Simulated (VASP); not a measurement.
# LiF: single point with r2SCAN

LiF:

```
Li F
1.0
     0.00000    2.18667    2.18667
     2.18667    0.00000    2.18667
     2.18667    2.18667    0.00000
Li F
1 1
Direct
  0.00000 0.00000 0.00000
  0.25000 0.25000 0.25000
```

This cell differs from its parent crystal: volume changed by +6%.

- Program: VASP 6.6.1
- Task: single point
- Functional: r2SCAN
- Potentials or basis: VASP PAW PBE potentials, release 64 (Li_sv, F)
- Cutoff: 520 eV
- k mesh: 8 × 8 × 8
- Occupations: gaussian, width 0.01 eV
- Spin: no spin polarisation

```yaml
Band_gap_on_the_k_mesh: 8.44 eV, direct
```

Levels at points of the mesh, in eV from the valence-band top:
| k point | band 2 | band 3 | band 4 | band 5 | band 6 | band 7 | band 8 | band 9 |
| --- | --- | --- | --- | --- | --- | --- | --- | --- |
| (0.00, 0.00, 0.00) | -20.37 | 0.00 | 0.00 | 0.00 | 8.44 | 20.55 | 20.55 | 20.55 |
| (0.50, 0.00, 0.00) | -20.22 | -1.81 | -0.24 | -0.24 | 12.47 | 15.50 | 20.00 | 20.00 |
| (0.50, 0.50, 0.00) | -20.17 | -1.28 | -0.73 | -0.73 | 11.16 | 16.53 | 20.31 | 20.31 |

It took 33 s on 1 thread of Intel Xeon 8259CL, on a shared host, peak memory 0.14 GiB.

 A k mesh can miss the band edges.
